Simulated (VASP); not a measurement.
Set up this calculation in VASP 6.6.1, as the native input.

| Quantity | Value |
| --- | --- |
| Task | single point |
| Functional | PBEsol |
| Potentials or basis | VASP PAW PBE potentials, release 64 (Au) |
| Cutoff | 520 eV |
| k mesh | 14 × 14 × 14 |
| Occupations | fermi-dirac, width 0.08 eV |
| Spin | no spin polarisation |
| Dipole correction | no |
| Further INCAR settings | ALGO = Normal; EDIFF = 1e-06; NBANDS = 12 |

The structure of Au lies in POSCAR:

```
Au
1.0
    2.3920511515      0.0000000000      0.0000000000
    0.0000000000      2.3920511515      0.0000000000
    0.0000000000      0.0000000000      2.3920511515
Au
1
Direct
    0.0000000000      0.0000000000      0.0000000000
```

This cell differs from its parent crystal: volume scaled by 0.7.

The input as run:

INCAR

```
PREC = Accurate ; ENCUT = 520
EDIFF = 1E-6 ; ISMEAR = -1
SIGMA = 0.08 ; LREAL = False
LASPH = True ; NELM = 100
ALGO = Normal ; ISIF = 2
LWAVE = False ; LCHARG = True
GGA = PS ; LELF = True
LVHAR = True ; NBANDS = 12
```

KPOINTS

```
Automatic mesh
0
Gamma
  14 14 14
```

Potentials or basis: VASP PAW PBE potentials, release 64 (Au).

Command:

```console
$ cat potpaw_PBE.64/Au/POTCAR > POTCAR
$ mpirun -np 1 vasp_std > vasp.out
```

It gave:

The pressure is 126.1 GPa.

Caveat: the PAW data sets were made with another functional, which shifts forces and pressure a little.

It took 8.7 s on 1 thread of Intel(R) Xeon(R) Platinum 8488C (Sapphire Rapids), on a shared host, peak memory 0.13 GiB.
